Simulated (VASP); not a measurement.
Wanted: the native input for a VASP 6.6.1 run.

```yaml
Task: relaxation of cell and atoms
Functional: PBE
Potentials_or_basis: VASP PAW PBE potentials, release 64 (Pb_d, C)
Cutoff: 600 eV
k_mesh: 10 × 10 × 10
Occupations: gaussian, width 0.02 eV
Spin: no spin polarisation
Dipole_correction: no
Further_INCAR_settings: ALGO = Normal; EDIFF = 1e-06; IBRION = 2; EDIFFG = -0.005; NSW = 100; ISIF = 3
```

The structure of PbC2 lies in POSCAR:

```
PbC2
1.0
   -2.0653296455      2.0653296455      3.3771071570
    2.0653296455     -2.0653296455      3.3771071570
    2.0653296455      2.0653296455     -3.3771071570
Pb C
1 2
Direct
    0.0000000000      0.0000000000      0.0000000000
    0.5938564234      0.5938564234      0.0000000000
    0.4061435766      0.4061435766      0.0000000000
```

The input as run:

INCAR

```
  PREC = Accurate
  ENCUT = 600
  EDIFF = 1E-6
  ISMEAR = 0
  SIGMA = 0.02
  LREAL = F
  LASPH = T
  NELM = 100
  ALGO = Normal
  ISIF = 3
  LWAVE = F
  LCHARG = F
  GGA = PE
  IBRION = 2
  NSW = 100
  EDIFFG = -0.005
```

KPOINTS

```
regular mesh
0
Gamma
  10 10 10
```

Potentials or basis: VASP PAW PBE potentials, release 64 (Pb_d, C).

Launch:

```bash
$ cat potpaw_PBE.64/Pb_d/POTCAR potpaw_PBE.64/C/POTCAR > POTCAR
$ mpirun -np 1 vasp_std > vasp.out
```

Results of the run:

The relaxed volume is 19.19 Å³/atom, the relaxed cell is a = 4.463 Å, b = 4.463 Å, c = 4.463 Å, α = 124.89°, β = 124.89°, γ = 81.73° and the space group after relaxing (to 0.05 Å) is I4/mmm (No. 139). The energy gained by relaxing is 0.1 meV/atom and the ionic steps are 9. The pressure after relaxing is 0.0 GPa. The largest force after relaxing is 0.005 eV/Å and the band gap on the k mesh is 1.84 eV, indirect (least direct gap 2.62 eV).

Caveat: spin-orbit coupling is left out, which moves the levels of the heavy elements.

Wall time 6.4 min on 1 thread of AMD EPYC 7R43 64-Core Processor (Zen 3), on a shared host, peak memory 0.25 GiB.
